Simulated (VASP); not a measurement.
# KZnF3 (P4/mmm) in VASP: further runs

Runs on KZnF3. Level: LDA. Tasks: single point.

All numbers are computed with VASP 6.6.1; they aren't measurements. Logs are shortened: lines on timing, memory, paths and dates and some standing lists are left out, and cuts for length are marked.

## Step 1: The cell of the first run

Symmetry: P4/mmm, No. 123, tetragonal system. The conventional cell has a = 4.105 Å, b = 4.105 Å, c = 3.941 Å, α = 90.00°, β = 90.00°, γ = 90.00°. K (site symmetry 4/mmm) has 12 F at 2.85 to 2.90 Å and 8 Zn at 3.51 Å within 3.7 Å. Within 2.6 Å of Zn (site symmetry 4/mmm) lie 6 F at 1.97 to 2.05 Å. F (site symmetry 4/mmm) has 2 Zn at 1.97 Å within 2.6 Å. Within 2.7 Å of F (site symmetry mmm) lie 2 Zn at 2.05 Å.

## Step 2: Single point, LDA

Contents of INCAR:

```
SYSTEM = KZnF3
PREC = Accurate
ENCUT = 520
EDIFF = 1E-6
ISMEAR = 0
SIGMA = 0.05
LREAL = .False.
LASPH = .True.
NELM = 100
ALGO = Normal
ISIF = 2
LWAVE = .False.
LCHARG = .False.
NBANDS = 29
```

Contents of KPOINTS:

```
Automatic mesh
0
Gamma
  6 6 6
  0 0 0
```

Contents of POSCAR:

```
KZnF3
1.0
    4.1054863470      0.0000000000      0.0000000000
    0.0000000000      4.1054863470      0.0000000000
    0.0000000000      0.0000000000      3.9412668931
K Zn F
1 1 3
Direct
    0.0000000000      0.0000000000      0.0000000000
    0.5000000000      0.5000000000      0.5000000000
    0.5000000000      0.5000000000      0.0000000000
    0.0000000000      0.5000000000      0.5000000000
    0.5000000000      0.0000000000      0.5000000000
```

Potentials or basis: VASP PAW LDA potentials, release 64 (K_sv, Zn, F).

Launch:

```bash
> cat potpaw_LDA.64/K_sv/POTCAR potpaw_LDA.64/Zn/POTCAR potpaw_LDA.64/F/POTCAR > POTCAR
> mpirun -np 1 vasp_std > vasp.out
```

OUTCAR:

```text
SYSTEM = KZnF3
   PREC = Accurate
   ENCUT = 520
   EDIFF = 1E-6
   ISMEAR = 0
   LREAL = .False.
   LASPH = .True.
   NELM = 100
   ISIF = 2

 ion  position               nearest neighbor table
   1  0.000  0.000  0.000-   4 2.85   5 2.85   4 2.85   5 2.85   4 2.85   4 2.85   5 2.85   5 2.85

   2  0.500  0.500  0.500-   3 1.97   3 1.97   5 2.05   4 2.05   5 2.05   4 2.05
   3  0.500  0.500  0.000-   2 1.97   2 1.97
   4  0.000  0.500  0.500-   2 2.05   2 2.05   1 2.85   1 2.85   1 2.85   1 2.85
   5  0.500  0.000  0.500-   2 2.05   2 2.05   1 2.85   1 2.85   1 2.85   1 2.85

  LATTYP: Found a simple tetragonal cell.
 ALAT       =     4.1054863470
 C/A-ratio  =     0.9600000000

  Lattice vectors:

 A1 = (   4.1054863470,   0.0000000000,   0.0000000000)
 A2 = (   0.0000000000,   4.1054863470,   0.0000000000)
 A3 = (   0.0000000000,   0.0000000000,   3.9412668931)

Analysis of symmetry for initial positions (statically):
=====================================================================
 Subroutine PRICEL returns:
 Original cell was already a primitive cell.

 Routine SETGRP: Setting up the symmetry group for a
 simple tetragonal supercell.

 Subroutine GETGRP returns: Found 16 space group operations
 (whereof 16 operations were pure point group operations)
 out of a pool of 16 trial point group operations.

The static configuration has the point symmetry D_4h.

Analysis of symmetry for dynamics (positions and initial velocities):
=====================================================================
 Subroutine PRICEL returns:
 Original cell was already a primitive cell.

 Routine SETGRP: Setting up the symmetry group for a
 simple tetragonal supercell.

 Subroutine GETGRP returns: Found 16 space group operations
 (whereof 16 operations were pure point group operations)
 out of a pool of 16 trial point group operations.

The dynamic configuration has the point symmetry D_4h.

 Subroutine INISYM returns: Found 16 space group operations
 (whereof 16 operations are pure point group operations),
 and found     1 'primitive' translations

----------------------------------------------------------------------------------------

                                     Primitive cell

  volume of cell :      66.4301

  direct lattice vectors                    reciprocal lattice vectors
     4.105486347  0.000000000  0.000000000     0.243576501  0.000000000  0.000000000
     0.000000000  4.105486347  0.000000000     0.000000000  0.243576501  0.000000000
     0.000000000  0.000000000  3.941266893     0.000000000  0.000000000  0.253725522

  length of vectors
     4.105486347  4.105486347  3.941266893     0.243576501  0.243576501  0.253725522

  position of ions in fractional coordinates (direct lattice)
     0.000000000  0.000000000  0.000000000
     0.500000000  0.500000000  0.500000000
     0.500000000  0.500000000  0.000000000
     0.000000000  0.500000000  0.500000000
     0.500000000  0.000000000  0.500000000

  ion indices of the primitive-cell ions
   primitive index   ion index
                 1           1
                 2           2
                 3           3
                 4           4
                 5           5

----------------------------------------------------------------------------------------

 KPOINTS: Automatic mesh

Automatic generation of k-mesh.
 Grid dimensions read from file:
 generate k-points for:    6    6    6

 Generating k-lattice:

  Cartesian coordinates                     Fractional coordinates (reciprocal lattice)
     0.040596084  0.000000000  0.000000000     0.166666667  0.000000000  0.000000000
     0.000000000  0.040596084  0.000000000     0.000000000  0.166666667  0.000000000
     0.000000000  0.000000000  0.042287587     0.000000000  0.000000000  0.166666667

  Length of vectors
     0.040596084  0.040596084  0.042287587

  Shift w.r.t. Gamma in fractional coordinates (k-lattice)
     0.000000000  0.000000000  0.000000000

 Subroutine IBZKPT returns following result:
 ===========================================

 Found     40 irreducible k-points:

 Following reciprocal coordinates:
            Coordinates               Weight
  0.000000  0.000000  0.000000      1.000000
  0.166667  0.000000  0.000000      4.000000
  0.333333  0.000000  0.000000      4.000000
  0.500000  0.000000  0.000000      2.000000
  0.166667  0.166667  0.000000      4.000000
  0.333333  0.166667  0.000000      8.000000
[... 16 lines left out ...]
  0.333333  0.000000  0.333333      8.000000
  0.500000  0.000000  0.333333      4.000000
 [... further k-points ...]
   k-points           NKPTS =     40   k-points in BZ     NKDIM =     40   number of bands    NBANDS=     29
   number of dos      NEDOS =    301   number of ions     NIONS =      5
   total plane-waves  NPLWV =  30720
   dimension x,y,z NGX =    32 NGY =   32 NGZ =   30
   dimension x,y,z NGXF=    64 NGYF=   64 NGZF=   60
   ions per type =               1   1   3
   NGX,Y,Z   is equivalent  to a cutoff of  12.96, 12.96, 12.65 a.u.
   NGXF,Y,Z  is equivalent  to a cutoff of  25.92, 25.92, 25.31 a.u.
 SYSTEM =  KZnF3
   PREC   = accura    normal or accurate (medium, high low for compatibility)
   ISTART =      0    job   : 0-new  1-cont  2-samecut
   ICHARG =      2    charge: 1-file 2-atom 10-const
   ISPIN  =      1    spin polarized calculation?
   LNONCOLLINEAR =      F non collinear calculations
   LSORBIT =      F    spin-orbit coupling
   LASPH  =      T    aspherical Exc in radial PAW
   ENCUT  =  520.0 eV  38.22 Ry    6.18 a.u.   7.63  7.63  7.33*2*pi/ulx,y,z
   NELM   =    100;   NELMIN=  2; NELMDL= -5     # of ELM steps
   EDIFF  = 0.1E-05   stopping-criterion for ELM
   LREAL  =      F    real-space projection
   EDIFFG = 0.1E-04   stopping-criterion for IOM
   NSW    =      0    number of steps for IOM
   IBRION =     -1    ionic relax: 0-MD 1-quasi-New 2-CG
   NFREE  =      0    steps in history (QN), initial steepest desc. (CG)
   ISIF   =      2    stress and relaxation
   ISYM   =      2    0-nonsym 1-usesym 2-fastsym
   POTIM  = 0.5000    time-step for ionic-motion
   TEBEG  =    0.0;   TEEND  =   0.0 temperature during run
   PSTRESS=    0.0 pullay stress
   NELECT =      42.0000    total number of electrons
   NUPDOWN=      -1.0000    fix difference up-down
   EMIN   =  10.00;   EMAX   =-10.00  energy-range for DOS
   EFERMI =   0.00;   METHOD = LEGACY
   ISMEAR =     0;   SIGMA  =   0.05  broadening in eV -4-tet -1-fermi 0-gaus
   EFERMI_NEDOS =   21; number of points for ismear=-14 and -15
   IALGO  =     38    algorithm
   IMIX   =      4    mixing-type and parameters
     AMIX     =   0.40;   BMIX     =  1.00
     AMIX_MAG =   1.60;   BMIX_MAG =  1.00
  volume/ion in A,a.u.               =      13.29        89.66
  Fermi-wavevector in a.u.,A,eV,Ry     =   1.405086  2.655228 26.861528  1.974267
  Thomas-Fermi vector in A             =   2.527583
   LORBIT       =      0    0 simple, 1 ext, 2 COOP (PROOUT), +10 PAW based schemes
   GGA     = CA    functional components
   LHFCALC =     F    Hartree Fock is set to
   AEXX    =    0.0000 exact exchange contribution
   IVDW    =     0    specifies the selected vdW correction
   LEPSILON=     F    determine dielectric tensor
   LRPA    =     F    only Hartree local field effects (RPA)
 non-spin polarized calculation
 Gauss-broadening in eV      SIGMA  =   0.05
  energy-cutoff  :      520.00
  volume of cell :       66.43
 maximum number of plane-waves:      1809
 NGX is ok and might be reduce to    32

 number of electron      41.9999993 magnetization

 Free energy of the ion-electron system (eV)
  ---------------------------------------------------
  ext. energy  EPLUGINS =         0.00000000
  ---------------------------------------------------
  free energy    TOTEN  =       -23.04520937 eV

  energy without entropy =      -23.04520937  energy(sigma->0) =      -23.04520937

 E-fermi :  -0.8604     XC(G=0): -10.5959

 val. band max:       -1.0852622810   @ k =   0.5000   0.5000   0.5000
 cond. band min:       2.4009089439   @ k =   0.0000   0.0000   0.0000
 fundamental gap:      3.4861712248
 Fermi energy:        -0.8603938592

 k-point     1 :       0.0000    0.0000    0.0000
  band No.  band energies     occupation
      1     -27.7296      2.00000
      2     -22.4389      2.00000
      3     -21.7462      2.00000
      4     -21.5933      2.00000
      5     -11.4783      2.00000
      6     -11.4783      2.00000
[... 21 lines left out ...]
     28       9.8230      0.00000
     29      12.4060      0.00000

 k-point     2 :       0.1667    0.0000    0.0000
  band No.  band energies     occupation
      1     -27.7238      2.00000
      2     -22.4179      2.00000
      3     -21.7442      2.00000
      4     -21.6149      2.00000
      5     -11.4718      2.00000
      6     -11.4665      2.00000
[... 21 lines left out ...]
     28       9.8948      0.00000
     29      12.2215      0.00000

 k-point     3 :       0.3333    0.0000    0.0000
  band No.  band energies     occupation
      1     -27.7122      2.00000
      2     -22.3727      2.00000
      3     -21.7396      2.00000
      4     -21.6609      2.00000
      5     -11.4585      2.00000
      6     -11.4427      2.00000
[... 21 lines left out ...]
     28      10.0510      0.00000
     29      11.8802      0.00000

 k-point     4 :       0.5000    0.0000    0.0000
  band No.  band energies     occupation
      1     -27.7064      2.00000
      2     -22.3481      2.00000
      3     -21.7361      2.00000
      4     -21.6871      2.00000
      5     -11.4519      2.00000
      6     -11.4306      2.00000
[... 21 lines left out ...]
     28      10.6869      0.00000
     29      11.1440      0.00000

 k-point     5 :       0.1667    0.1667    0.0000
  band No.  band energies     occupation
      1     -27.7184      2.00000
      2     -22.3946      2.00000
      3     -21.7429      2.00000
      4     -21.6353      2.00000
      5     -11.4861      2.00000
      6     -11.4477      2.00000
[... 21 lines left out ...]
     28       9.9590      0.00000
     29      11.8292      0.00000
[... 510 lines left out ...]
     28       9.8658      0.00000
     29      12.4753      0.00000

 k-point    22 :       0.1667    0.0000    0.3333
  band No.  band energies     occupation
      1     -27.7023      2.00000
      2     -22.2363      2.00000
      3     -21.8927      2.00000
      4     -21.6066      2.00000
      5     -11.4906      2.00000
      6     -11.4365      2.00000
[... 21 lines left out ...]
     28       9.8858      0.00000
     29      11.8306      0.00000

 k-point    23 :       0.3333    0.0000    0.3333
  band No.  band energies     occupation
      1     -27.6936      2.00000
      2     -22.2033      2.00000
      3     -21.8409      2.00000
      4     -21.6681      2.00000
      5     -11.5233      2.00000
      6     -11.4739      2.00000
[... 21 lines left out ...]
     28       9.9996      0.00000
     29      11.1816      0.00000

 k-point    24 :       0.5000    0.0000    0.3333
  band No.  band energies     occupation
      1     -27.6893      2.00000
      2     -22.1884      2.00000
      3     -21.7634      2.00000
      4     -21.7484      2.00000
      5     -11.5167      2.00000
      6     -11.5152      2.00000
[... 21 lines left out ...]
     28      10.5968      0.00000
     29      11.1726      0.00000

 [... further k-points ...]
[... 5 lines left out ...]
  --------------------------------------------------------------------------------------
  -------------------------------------------------------------------------------------
  Total       -2.2024963     -2.2024963     -0.7554916      0.0000000      0.0000000      0.0000000
  in kB      -53.1203219    -53.1203219    -18.2211242      0.0000000      0.0000000      0.0000000
  external PRESSURE =     -41.4872560 kB  Pullay stress =       0.0000000 kB

 VOLUME and BASIS-vectors are now :
 -----------------------------------------------------------------------------
  energy-cutoff  :      520.00
  volume of cell :       66.43
      direct lattice vectors                 reciprocal lattice vectors
     4.105486347  0.000000000  0.000000000     0.243576501  0.000000000  0.000000000
     0.000000000  4.105486347  0.000000000     0.000000000  0.243576501  0.000000000
     0.000000000  0.000000000  3.941266893     0.000000000  0.000000000  0.253725522

 POSITION                                       TOTAL-FORCE (eV/Angst)
 -----------------------------------------------------------------------------------
      0.00000      0.00000      0.00000         0.000000      0.000000      0.000000
      2.05274      2.05274      1.97063         0.000000      0.000000      0.000000
      2.05274      2.05274      0.00000         0.000000      0.000000      0.000000
      0.00000      2.05274      1.97063         0.000000      0.000000      0.000000
      2.05274      0.00000      1.97063         0.000000      0.000000      0.000000
 -----------------------------------------------------------------------------------
    total drift:                                0.000000     -0.000000     -0.000000

  FREE ENERGIE OF THE ION-ELECTRON SYSTEM (eV)
  ---------------------------------------------------
  free  energy   TOTEN  =       -23.0452093676 eV

  energy  without entropy=      -23.0452093676  energy(sigma->0) =      -23.04520937
```

Wall time 48 s (1 thread of Intel Xeon 6975P-C (Granite Rapids), shared host); peak memory 0.19 GiB.

What came out:

```yaml
Free_energy: -23.0452 eV
Pressure: -4.1 GPa
Band_gap_on_the_k_mesh: 3.49 eV (least direct gap 5.38 eV)
```

Stress tensor (GPa, compression positive):
```
-5.31  0.00  0.00
 0.00 -5.31  0.00
 0.00  0.00 -1.82
```

Levels at points of the mesh, in eV from the valence-band top:
```tsv
k point	band 18	band 19	band 20	band 21	band 22	band 23	band 24	band 25
(0.00, 0.00, 0.00)	-2.03	-1.90	-1.90	-1.90	3.49	8.27	8.45	8.96
(0.50, 0.00, 0.00)	-2.07	-1.78	-1.75	-1.74	6.20	7.86	9.26	10.65
(0.50, 0.50, 0.00)	-1.85	-1.85	-1.54	-0.23	7.66	9.66	9.66	9.68
(0.00, 0.00, 0.50)	-2.05	-1.82	-1.82	-1.73	6.48	8.05	9.54	10.80
(0.50, 0.00, 0.50)	-1.90	-1.89	-1.56	-0.06	7.83	9.71	9.87	9.95
(0.50, 0.50, 0.50)	-1.54	-1.52	-0.23	0.00	8.06	8.06	8.17	9.94
```

Caveat: the cell stands under tension. A k mesh can miss the band edges.

## Step 3: Single point, LDA

This run uses another cell than the first one, of the same volume but with other edges.

Contents of INCAR:

```
PREC = Accurate
ENCUT = 520
EDIFF = 1E-6
ISMEAR = 0
SIGMA = 0.05
LREAL = False
LASPH = True
NELM = 80
ALGO = Normal
ISIF = 2
LWAVE = False
LCHARG = False
GGA = CA
NBANDS = 29
```

Contents of KPOINTS:

```
regular mesh
0
Gamma
  6 6 6
```

Changes to POSCAR since step 2:

```diff
@@ -2,5 +2,5 @@
 1.0
-    4.1054863470      0.0000000000      0.0000000000
-    0.0000000000      4.1054863470      0.0000000000
-    0.0000000000      0.0000000000      3.9412668931
+    3.9846659946      0.0000000000      0.0000000000
+    0.0000000000      3.9846659946      0.0000000000
+    0.0000000000      0.0000000000      4.1838992943
 K Zn F
```

Potentials or basis: VASP PAW LDA potentials, release 64 (K_sv, Zn, F).

Launch:

```bash
> cat potpaw_LDA.64/K_sv/POTCAR potpaw_LDA.64/Zn/POTCAR potpaw_LDA.64/F/POTCAR > POTCAR
> mpirun -np 1 vasp_std > vasp.out
```

Run time: 49 s. Hardware: 1 thread of Intel Xeon 6975P-C (Granite Rapids), shared host; peak memory 0.19 GiB.

It converged, with:

| Property | Result |
| --- | --- |
| Free energy | -23.0392 eV |
| Pressure | -4.1 GPa |
| Band gap on the k mesh | 3.46 eV (least direct gap 5.35 eV) |

Stress tensor (GPa, compression positive):
```
-2.85  0.00  0.00
 0.00 -2.85  0.00
 0.00  0.00 -6.53
```

Levels at points of the mesh, in eV from the valence-band top:
```tsv
k point	band 17	band 18	band 19	band 20	band 21	band 22	band 23	band 24	band 25	band 26
(0.00, 0.00, 0.00)	-2.15	-2.15	-1.94	-1.90	-1.90	3.46	8.23	8.43	8.93	10.70
(0.50, 0.00, 0.00)	-2.13	-2.05	-1.85	-1.82	-1.76	6.37	7.97	9.43	10.53	11.04
(0.50, 0.50, 0.00)	-2.19	-1.94	-1.94	-1.60	0.00	7.88	9.89	9.89	9.91	10.97
(0.00, 0.00, 0.50)	-2.18	-2.18	-1.79	-1.76	-1.76	6.06	7.76	9.11	10.85	10.85
(0.50, 0.00, 0.50)	-2.23	-1.90	-1.89	-1.58	-0.22	7.68	9.53	9.71	9.80	11.27
(0.50, 0.50, 0.50)	-1.59	-1.55	-1.55	-0.29	0.00	7.97	8.11	8.11	9.91	11.56
```

Caveat: the cell stands under tension.
